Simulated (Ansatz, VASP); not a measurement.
Two plane-wave programs on TiO2

```xyz
6
Lattice="4.5922 0.0000 0.0000 0.0000 4.5922 0.0000 0.0000 0.0000 2.9574" Properties=species:S:1:pos:R:3 pbc="T T T"
Ti    0.0000    0.0000    0.0000
Ti    2.2961    2.2961    1.4787
O     1.3970    1.3970    0.0000
O     0.8991    3.6931    1.4787
O     3.1952    3.1952    0.0000
O     3.6931    0.8991    1.4787
```

Alike in both runs: functional PBE; k mesh 5 × 5 × 7; no spin polarisation.

Ansatz relaxed the structure, and its values are those at the end. VASP's run is a single point on that final structure, the one shown.

```csv
,VASP,Ansatz
version,VASP 6.6.1,Ansatz 0.2.0
potentials or method,"VASP PAW PBE potentials, release 64 (Ti_sv, O)","scalar-relativistic, plane waves, PAW"
plane-wave cutoff (eV),520,420
occupations,"gaussian, width 0.01 eV",fixed
valence electrons in the cell,48,48
```

|  | VASP | Ansatz | Ansatz less VASP |
| --- | --- | --- | --- |
| gap on the k mesh at the Fermi level (eV) | 1.84 | 1.87 | +0.027 |
| least direct gap on the mesh (eV) | 1.84 | 1.87 | +0.027 |
| pressure (GPa) | 5.8 | 5.2 | -0.67 |
| rms of the force components (eV/Å) | 0.012 | 0.000 | -0.0116 |

Ansatz's warnings: stress scf threshold loose.
